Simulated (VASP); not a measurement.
# Ca (Fm-3m) in VASP: a series of runs

Runs on Ca. Level: PBE. Tasks: relaxation of cell and atoms.

Everything below comes from runs of VASP 6.6.1. Logs are shortened: lines on timing, memory, paths and dates and some standing lists are left out, and cuts for length are marked.

**1. The cell of the first run**

Symmetry: Fm-3m, No. 225, cubic system. Conventional cell: a = 5.588 Å, b = 5.588 Å, c = 5.588 Å, α = 90.00°, β = 90.00°, γ = 90.00°. Ca (site symmetry m-3m) has 12 Ca at 3.95 Å within 5.2 Å.

**2. Relaxation of cell and atoms, PBE, target pressure 5 GPa, at which the enthalpy is minimised**

The input, INCAR:

```
SYSTEM = Ca
  ALGO = Normal
  EDIFF = 1E-6
  EDIFFG = -0.02
  ENCUT = 600
  GGA = PE
  IBRION = 2
  ISIF = 3
  ISMEAR = -1
  LASPH = .TRUE.
  LCHARG = .FALSE.
  LREAL = .FALSE.
  LWAVE = .FALSE.
  NELM = 100
  NSW = 80
  PREC = Accurate
  PSTRESS = 50.0
  SIGMA = 0.05
```

The input, KPOINTS:

```
k-points
0
G
  8 8 8
  0 0 0
```

The input, POSCAR:

```
Ca
1.0
    0.0000000000      2.7942000000      2.7942000000
    2.7942000000      0.0000000000      2.7942000000
    2.7942000000      2.7942000000      0.0000000000
Ca
1
Direct
    0.0000000000      0.0000000000      0.0000000000
```

Potentials or basis: VASP PAW PBE potentials, release 64 (Ca_sv).

Run with:

```sh
> cat potpaw_PBE.64/Ca_sv/POTCAR > POTCAR
> mpirun -np 1 vasp_std > vasp.out
```

OUTCAR:

```text
SYSTEM = Ca
   EDIFF = 1E-6
   EDIFFG = -0.02
   ENCUT = 600
   GGA = PE
   IBRION = 2
   ISIF = 3
   ISMEAR = -1
   LASPH = .TRUE.
   LREAL = .FALSE.
   NELM = 100
   NSW = 80
   PREC = Accurate
   PSTRESS = 50.0

 ion  position               nearest neighbor table
   1  0.000  0.000  0.000-

  LATTYP: Found a face centered cubic cell.
 ALAT       =     5.5884000000

  Lattice vectors:

 A1 = (   0.0000000000,   2.7942000000,   2.7942000000)
 A2 = (   2.7942000000,   0.0000000000,   2.7942000000)
 A3 = (   2.7942000000,   2.7942000000,   0.0000000000)

Analysis of symmetry for initial positions (statically):
=====================================================================
 Subroutine PRICEL returns:
 Original cell was already a primitive cell.

 Routine SETGRP: Setting up the symmetry group for a
 face centered cubic supercell.

 Subroutine GETGRP returns: Found 48 space group operations
 (whereof 48 operations were pure point group operations)
 out of a pool of 48 trial point group operations.

The static configuration has the point symmetry O_h .

Analysis of symmetry for dynamics (positions and initial velocities):
=====================================================================
 Subroutine PRICEL returns:
 Original cell was already a primitive cell.

 Routine SETGRP: Setting up the symmetry group for a
 face centered cubic supercell.

 Subroutine GETGRP returns: Found 48 space group operations
 (whereof 48 operations were pure point group operations)
 out of a pool of 48 trial point group operations.

The dynamic configuration has the point symmetry O_h .

 Subroutine INISYM returns: Found 48 space group operations
 (whereof 48 operations are pure point group operations),
 and found     1 'primitive' translations

----------------------------------------------------------------------------------------

                                     Primitive cell

  volume of cell :      43.6317

  direct lattice vectors                    reciprocal lattice vectors
     0.000000000  2.794200000  2.794200000    -0.178942094  0.178942094  0.178942094
     2.794200000  0.000000000  2.794200000     0.178942094 -0.178942094  0.178942094
     2.794200000  2.794200000  0.000000000     0.178942094  0.178942094 -0.178942094

  length of vectors
     3.951595536  3.951595536  3.951595536     0.309936799  0.309936799  0.309936799

  position of ions in fractional coordinates (direct lattice)
     0.000000000  0.000000000  0.000000000

  ion indices of the primitive-cell ions
   primitive index   ion index
                 1           1

----------------------------------------------------------------------------------------

 KPOINTS: k-points

Automatic generation of k-mesh.
 Grid dimensions read from file:
 generate k-points for:    8    8    8

 Generating k-lattice:

  Cartesian coordinates                     Fractional coordinates (reciprocal lattice)
    -0.022367762  0.022367762  0.022367762     0.125000000  0.000000000  0.000000000
     0.022367762 -0.022367762  0.022367762     0.000000000  0.125000000  0.000000000
     0.022367762  0.022367762 -0.022367762     0.000000000  0.000000000  0.125000000

  Length of vectors
     0.038742100  0.038742100  0.038742100

  Shift w.r.t. Gamma in fractional coordinates (k-lattice)
     0.000000000  0.000000000  0.000000000

 Subroutine IBZKPT returns following result:
 ===========================================

 Found     29 irreducible k-points:

 Following reciprocal coordinates:
            Coordinates               Weight
  0.000000  0.000000  0.000000      1.000000
  0.125000  0.000000  0.000000      8.000000
  0.250000  0.000000  0.000000      8.000000
  0.375000  0.000000  0.000000      8.000000
  0.500000  0.000000  0.000000      4.000000
  0.125000  0.125000  0.000000      6.000000
[... 16 lines left out ...]
  0.500000  0.250000  0.125000     48.000000
 -0.375000  0.250000  0.125000     24.000000
 [... further k-points ...]
   k-points           NKPTS =     29   k-points in BZ     NKDIM =     29   number of bands    NBANDS=      9
   number of dos      NEDOS =    301   number of ions     NIONS =      1
   total plane-waves  NPLWV =  32768
   dimension x,y,z NGX =    32 NGY =   32 NGZ =   32
   dimension x,y,z NGXF=    64 NGYF=   64 NGZF=   64
   ions per type =               1
   NGX,Y,Z   is equivalent  to a cutoff of  13.46, 13.46, 13.46 a.u.
   NGXF,Y,Z  is equivalent  to a cutoff of  26.93, 26.93, 26.93 a.u.
 SYSTEM =  Ca
   PREC   = accura    normal or accurate (medium, high low for compatibility)
   ISTART =      0    job   : 0-new  1-cont  2-samecut
   ICHARG =      2    charge: 1-file 2-atom 10-const
   ISPIN  =      1    spin polarized calculation?
   LNONCOLLINEAR =      F non collinear calculations
   LSORBIT =      F    spin-orbit coupling
   LASPH  =      T    aspherical Exc in radial PAW
   ENCUT  =  600.0 eV  44.10 Ry    6.64 a.u.   7.89  7.89  7.89*2*pi/ulx,y,z
   NELM   =    100;   NELMIN=  2; NELMDL= -5     # of ELM steps
   EDIFF  = 0.1E-05   stopping-criterion for ELM
   LREAL  =      F    real-space projection
   EDIFFG = -.2E-01   stopping-criterion for IOM
   NSW    =     80    number of steps for IOM
   IBRION =      2    ionic relax: 0-MD 1-quasi-New 2-CG
   NFREE  =      1    steps in history (QN), initial steepest desc. (CG)
   ISIF   =      3    stress and relaxation
   ISYM   =      2    0-nonsym 1-usesym 2-fastsym
   POTIM  = 0.5000    time-step for ionic-motion
   TEBEG  =    0.0;   TEEND  =   0.0 temperature during run
   PSTRESS=   50.0 pullay stress
   NELECT =      10.0000    total number of electrons
   NUPDOWN=      -1.0000    fix difference up-down
   EMIN   =  10.00;   EMAX   =-10.00  energy-range for DOS
   EFERMI =   0.00;   METHOD = LEGACY
   ISMEAR =    -1;   SIGMA  =   0.05  broadening in eV -4-tet -1-fermi 0-gaus
   EFERMI_NEDOS =   21; number of points for ismear=-14 and -15
   IALGO  =     38    algorithm
   IMIX   =      4    mixing-type and parameters
     AMIX     =   0.40;   BMIX     =  1.00
     AMIX_MAG =   1.60;   BMIX_MAG =  1.00
  volume/ion in A,a.u.               =      43.63       294.44
  Fermi-wavevector in a.u.,A,eV,Ry     =   1.001861  1.893242 13.656506  1.003725
  Thomas-Fermi vector in A             =   2.134310
   LORBIT       =      0    0 simple, 1 ext, 2 COOP (PROOUT), +10 PAW based schemes
   GGA     = PE    functional components
   LHFCALC =     F    Hartree Fock is set to
   AEXX    =    0.0000 exact exchange contribution
   IVDW    =     0    specifies the selected vdW correction
   LEPSILON=     F    determine dielectric tensor
   LRPA    =     F    only Hartree local field effects (RPA)
 conjugate gradient relaxation of ions
 non-spin polarized calculation
  energy-cutoff  :      600.00
  volume of cell :       43.63
 maximum number of plane-waves:      1475
   NGX = 15   NGY = 15   NGZ = 15

--------------------------------------- Ionic step        1  -------------------------------------------

 number of electron      10.0000001 magnetization

 Free energy of the ion-electron system (eV)
  ---------------------------------------------------
  ext. energy  EPLUGINS =         0.00000000
  ---------------------------------------------------
  free energy    TOTEN  =        -1.93273114 eV

  energy without entropy =       -1.92070154  energy(sigma->0) =       -1.92671634

------------------------ aborting loop because EDIFF is reached ----------------------------------------

  FORCE on cell =-STRESS in cart. coord.  units (eV):
  Direction    XX          YY          ZZ          XY          YZ          ZX
  --------------------------------------------------------------------------------------
  -------------------------------------------------------------------------------------
  Total       -0.1486011     -0.1486011     -0.1486011     -0.0000000      0.0000000     -0.0000000
  in kB       -5.4567001     -5.4567001     -5.4567001     -0.0000000      0.0000000     -0.0000000
  external PRESSURE =     -55.4567001 kB  Pullay stress =      50.0000000 kB
[... 59 lines left out ...]
  enthalpy is  TOTEN    =        -0.7575313241 eV   P V=        1.0851772587

--------------------------------------- Ionic step        3  -------------------------------------------

 number of electron       9.9999999 magnetization

 Free energy of the ion-electron system (eV)
  ---------------------------------------------------
  ext. energy  EPLUGINS =         0.00000000
  ---------------------------------------------------
  free energy    TOTEN  =        -1.82794392 eV

  energy without entropy =       -1.82029001  energy(sigma->0) =       -1.82411696

 E-fermi :   2.8328     XC(G=0):  -8.4062

 val. band max:        2.7534621800   @ k =  -0.3750   0.3750   0.0000
 cond. band min:       2.8621753840   @ k =  -0.3750   0.2500   0.1250
 fundamental gap:      0.1087132040
 Fermi energy:         2.8327982640

 k-point     1 :       0.0000    0.0000    0.0000
  band No.  band energies     occupation
      1     -38.6840      2.00000
      2     -19.5556      2.00000
      3     -19.5556      2.00000
      4     -19.5556      2.00000
      5      -1.5220      2.00000
      6       5.4695      0.00000
      7       5.4695      0.00000
      8       5.4695      0.00000
      9       6.8312      0.00000
[... 265 lines left out ...]
 k-point    24 :      -0.3750    0.2500    0.1250
  band No.  band energies     occupation
      1     -38.6427      2.00000
      2     -19.8057      2.00000
      3     -19.6694      2.00000
      4     -19.6177      2.00000
      5       2.5526      1.99266
      6       2.8622      0.71440
      7       4.4667      0.00000
      8       5.8594      0.00000
      9       7.5202      0.00000

 [... further k-points ...]

------------------------ aborting loop because EDIFF is reached ----------------------------------------

  FORCE on cell =-STRESS in cart. coord.  units (eV):
  Direction    XX          YY          ZZ          XY          YZ          ZX
  --------------------------------------------------------------------------------------
  -------------------------------------------------------------------------------------
  Total        1.0623960      1.0623960      1.0623960     -0.0000000     -0.0000000     -0.0000000
  in kB       49.6632472     49.6632472     49.6632472     -0.0000000     -0.0000000     -0.0000000
  external PRESSURE =      -0.3367528 kB  Pullay stress =      50.0000000 kB
[... 16 lines left out ...]
  FREE ENERGIE OF THE ION-ELECTRON SYSTEM (eV)
  ---------------------------------------------------
  free  energy   TOTEN  =        -1.8279439228 eV

  energy  without entropy=       -1.8202900050  energy(sigma->0) =       -1.82411696

  enthalpy is  TOTEN    =        -0.7583441307 eV   P V=        1.0695997921

 reached required accuracy - stopping structural energy minimisation
```

Wall time 49 s (1 thread of Intel Xeon 8259CL, shared host); peak memory 0.18 GiB.

What came out:

| Quantity | Value |
| --- | --- |
| Free energy | -1.8279 eV |
| Relaxed volume | 34.27 Å³/atom |
| Relaxed cell | a = 3.646 Å, b = 3.646 Å, c = 3.646 Å, α = 60.00°, β = 60.00°, γ = 60.00° |
| Space group after relaxing (to 0.1 Å) | Fm-3m (No. 225) |
| Energy change on relaxing (the run minimises the enthalpy) | +104.8 meV/atom |
| Ionic steps | 3 |
| Pressure after relaxing | 5.0 GPa |
| Band gap on the k mesh | zero (bands 5 and 6 overlap by 0.05 eV) |

The path:
```tsv
step	energy change (eV)	largest force (eV/Å)	pressure (GPa)	volume (Å³)
1	0.0000	0.0000	-0.55	43.63
2	0.0900	0.0000	4.52	34.77
3	0.1048	0.0000	4.97	34.27
```

Final structure:
```xyz
1
Lattice="0.0000 2.5782 2.5782 2.5782 0.0000 2.5782 2.5782 2.5782 0.0000" Properties=species:S:1:pos:R:3 pbc="T T T"
Ca    0.0000    0.0000    0.0000
```

Caveat: the cell is relaxed towards a set pressure, so the run minimises the enthalpy, not the energy; the volume moved by over 15 % at a fixed basis, so the end points are rough.

**3. Relaxation of cell and atoms, PBE, target pressure 10 GPa, at which the enthalpy is minimised**

The input, INCAR:

```
SYSTEM = Ca
PREC     = Accurate       ! precision mode
ENCUT    = 600            ! plane-wave cutoff, eV
EDIFF    = 1E-6           ! SCF threshold, eV
ISMEAR   = -1             ! smearing method
SIGMA    = 0.05           ! smearing width, eV
LREAL    = .FALSE.        ! projectors in reciprocal space
LASPH    = .TRUE.         ! aspherical terms in the spheres
NELM     = 60             ! most SCF steps
ALGO     = Normal         ! electronic algorithm
ISIF     = 3              ! what is computed and relaxed
LWAVE    = .FALSE.        ! write WAVECAR
LCHARG   = .FALSE.        ! write CHGCAR
GGA      = PE             ! functional
IBRION   = 2              ! ionic algorithm
NSW      = 80             ! ionic steps
EDIFFG   = -0.02          ! ionic threshold
PSTRESS  = 100.0
```

The input, KPOINTS:

```
Automatic mesh
0
G
  8 8 8
  0 0 0
```

POSCAR is that of step 2.

Potentials or basis: VASP PAW PBE potentials, release 64 (Ca_sv).

Run with:

```sh
> cat potpaw_PBE.64/Ca_sv/POTCAR > POTCAR
> mpirun -np 1 vasp_std > vasp.out
```

It took 1.9 min on 1 thread of Intel Xeon 8259CL, shared host; peak memory 0.19 GiB.

Results (log left out):

- Free energy: -1.6369 eV
- Relaxed volume: 30.06 Å³/atom
- Relaxed cell: a = 3.490 Å, b = 3.490 Å, c = 3.490 Å, α = 60.00°, β = 60.00°, γ = 60.00°
- Space group after relaxing (to 0.1 Å): Fm-3m (No. 225)
- Energy change on relaxing (the run minimises the enthalpy): +295.8 meV/atom
- Ionic steps: 16
- Pressure after relaxing: 10.0 GPa

Step by step:
```
step  energy change (eV)  largest force (eV/Å)  pressure (GPa)  volume (Å³)
   1              0.0000                0.0000           -0.55        43.63
   2              0.4545                0.0000           13.70        27.89
   3              0.3022                0.0000           10.12        29.95
   4              0.2873                0.0000            9.76        30.19
   5              0.2875                0.0000            9.72        30.19
   6              0.2881                0.0000            9.77        30.18
   7              0.2881                0.0000            9.77        30.18
   8              0.2881                0.0000            9.77        30.18
   9              0.2881                0.0000            9.77        30.18
  10              0.2882                0.0000            9.77        30.18
  11              0.2883                0.0000            9.76        30.18
  12              0.2885                0.0000            9.79        30.17
  13              0.2890                0.0000            9.81        30.17
  14              0.2900                0.0000            9.81        30.15
  15              0.2919                0.0000            9.87        30.12
  16              0.2958                0.0000            9.96        30.06
```

Final structure:
```
CELL_PARAMETERS angstrom
0.00000 2.46775 2.46775
2.46775 0.00000 2.46775
2.46775 2.46775 0.00000
ATOMIC_POSITIONS crystal
Ca 0.00000 0.00000 0.00000
```

Levels at points of the mesh, in eV from the Fermi level:
| k point | band 1 | band 2 | band 3 | band 4 | band 5 | band 6 | band 7 | band 8 | band 9 |
| --- | --- | --- | --- | --- | --- | --- | --- | --- | --- |
| (0.00, 0.00, 0.00) | -41.28 | -22.08 | -22.08 | -22.08 | -4.56 | 2.77 | 2.77 | 2.77 | 4.35 |
| (0.50, 0.00, 0.00) | -41.21 | -22.54 | -22.14 | -22.14 | -1.14 | 0.33 | 2.59 | 2.59 | 5.37 |
| (0.50, 0.50, 0.00) | -41.19 | -22.50 | -22.24 | -22.24 | -0.89 | 0.30 | 1.89 | 5.37 | 5.65 |

Caveat: the cell is relaxed towards a set pressure, so the run minimises the enthalpy, not the energy; the volume moved by over 15 % at a fixed basis, so the end points are rough.

**4. Relaxation of cell and atoms, PBE, target pressure 20 GPa, at which the enthalpy is minimised**

The input, INCAR:

```
PREC = Accurate
ENCUT = 600
EDIFF = 1E-7
ISMEAR = -1
SIGMA = 0.05
LREAL = False
LASPH = True
NELM = 100
ALGO = Normal
ISIF = 3
LWAVE = False
LCHARG = False
GGA = PE
IBRION = 2
NSW = 80
EDIFFG = -0.02
PSTRESS = 200.0
```

The input, KPOINTS:

```
regular mesh
0
Gamma
  8 8 8
```

POSCAR is that of step 3.

Run with:

```sh
> cat potpaw_PBE.64/Ca_sv/POTCAR > POTCAR
> mpirun -np 1 vasp_std > vasp.out
```

Run time: 66 s. Hardware: 1 thread of Intel Xeon 8259CL, shared host; peak memory 0.19 GiB.

It converged, with:

- Free energy: -1.1976 eV
- Relaxed volume: 25.20 Å³/atom
- Relaxed cell: a = 3.291 Å, b = 3.291 Å, c = 3.291 Å, α = 60.00°, β = 60.00°, γ = 60.00°
- Space group after relaxing (to 0.1 Å): Fm-3m (No. 225)
- Energy change on relaxing (the run minimises the enthalpy): +735.2 meV/atom
- Ionic steps: 4
- Pressure after relaxing: 20.0 GPa

The path:
| step | energy change (eV) | largest force (eV/Å) | pressure (GPa) | volume (Å³) |
| --- | --- | --- | --- | --- |
| 1 | 0.0000 | 0.0000 | -0.53 | 43.63 |
| 2 | 2.5417 | 0.0000 | 56.58 | 16.99 |
| 3 | 0.6974 | 0.0000 | 19.20 | 25.51 |
| 4 | 0.7352 | 0.0000 | 20.03 | 25.20 |

Final structure:
```
CELL_PARAMETERS angstrom
0.00000 2.32698 2.32698
2.32698 0.00000 2.32698
2.32698 2.32698 0.00000
ATOMIC_POSITIONS crystal
Ca 0.00000 0.00000 0.00000
```

Levels at points of the mesh, in eV from the Fermi level:
| k point | band 2 | band 3 | band 4 | band 5 | band 6 | band 7 | band 8 | band 9 |
| --- | --- | --- | --- | --- | --- | --- | --- | --- |
| (0.00, 0.00, 0.00) | -21.66 | -21.66 | -21.66 | -4.73 | 2.95 | 2.95 | 2.95 | 4.85 |
| (0.50, 0.00, 0.00) | -22.44 | -21.76 | -21.76 | -1.26 | 0.84 | 2.73 | 2.73 | 6.10 |
| (0.50, 0.50, 0.00) | -22.38 | -21.93 | -21.93 | -1.23 | 0.03 | 2.68 | 6.10 | 6.44 |

Caveat: the cell is relaxed towards a set pressure, so the run minimises the enthalpy, not the energy; the volume moved by over 15 % at a fixed basis, so the end points are rough.

**5. Relaxation of cell and atoms, PBE, target pressure 30 GPa, at which the enthalpy is minimised**

The input, INCAR:

```
ALGO = Normal
EDIFF = 1E-6
EDIFFG = -0.02
ENCUT = 600
GGA = PE
IBRION = 2
ISIF = 3
ISMEAR = -1
LASPH = T
LCHARG = F
LREAL = F
LWAVE = F
NELM = 100
NSW = 80
PREC = Accurate
PSTRESS = 300.0
SIGMA = 0.05
```

The input, KPOINTS:

```
k-points
0
Gamma
  8 8 8
```

POSCAR is that of step 4.

Run with:

```sh
> cat potpaw_PBE.64/Ca_sv/POTCAR > POTCAR
> mpirun -np 1 vasp_std > vasp.out
```

It took 1.8 min on 1 thread of Intel Xeon 8259CL, shared host; peak memory 0.21 GiB.

The run converged. Its results:

| Quantity | Value |
| --- | --- |
| Free energy | -0.7170 eV |
| Relaxed volume | 22.09 Å³/atom |
| Relaxed cell | a = 3.150 Å, b = 3.150 Å, c = 3.150 Å, α = 60.00°, β = 60.00°, γ = 60.00° |
| Space group after relaxing (to 0.1 Å) | Fm-3m (No. 225) |
| Energy change on relaxing (the run minimises the enthalpy) | +1215.7 meV/atom |
| Ionic steps | 7 |
| Pressure after relaxing | 30.0 GPa |
| Band gap on the k mesh | zero (bands 5 and 6 overlap by 0.16 eV) |

The path:
```tsv
step	energy change (eV)	largest force (eV/Å)	pressure (GPa)	volume (Å³)
1	0.0000	0.0000	-0.55	43.63
2	7.2412	0.0000	182.18	9.36
3	0.8922	0.0000	23.37	24.04
4	1.2076	0.0000	29.84	22.14
5	1.2713	0.0000	31.06	21.80
6	1.1934	0.0000	29.57	22.21
7	1.2157	0.0000	30.00	22.09
```

Final structure:
```
CELL_PARAMETERS angstrom
0.00000 2.22711 2.22711
2.22711 0.00000 2.22711
2.22711 2.22711 0.00000
ATOMIC_POSITIONS crystal
Ca 0.00000 0.00000 0.00000
```

Levels at points of the mesh, in eV from the Fermi level:
```tsv
k point	band 2	band 3	band 4	band 5	band 6	band 7	band 8	band 9
(0.00, 0.00, 0.00)	-21.32	-21.32	-21.32	-4.76	3.08	3.08	3.08	5.26
(0.50, 0.00, 0.00)	-22.47	-21.46	-21.46	-1.34	1.40	2.82	2.82	6.70
(0.50, 0.50, 0.00)	-22.38	-21.71	-21.71	-1.52	-0.21	3.49	6.70	7.10
```

Caveat: the cell is relaxed towards a set pressure, so the run minimises the enthalpy, not the energy; the volume moved by over 15 % at a fixed basis, so the end points are rough.

**6. Summary**

| cell | gap on the mesh (eV) | pressure (GPa) |
| --- | --- | --- |
| relaxed to 5 GPa | none | 5.0 |
| relaxed to 10 GPa | - | 10.0 |
| relaxed to 20 GPa | - | 20.0 |
| relaxed to 30 GPa | none | 30.0 |

Alike in all rows: task relaxation of cell and atoms; level PBE; potentials or basis VASP PAW PBE potentials, release 64 (Ca_sv); no spin polarisation; k mesh 8 × 8 × 8; cutoff (eV) 600; smearing fermi-dirac 0.05 eV.

Caveats: the cell is relaxed towards a set pressure, so the run minimises the enthalpy, not the energy; the volume moved by over 15 % at a fixed basis, so the end points are rough.

Absolute energies hang on the potentials; compare differences alone.

The gap in the log of VASP goes by the Fermi energy; the results here count the filled bands.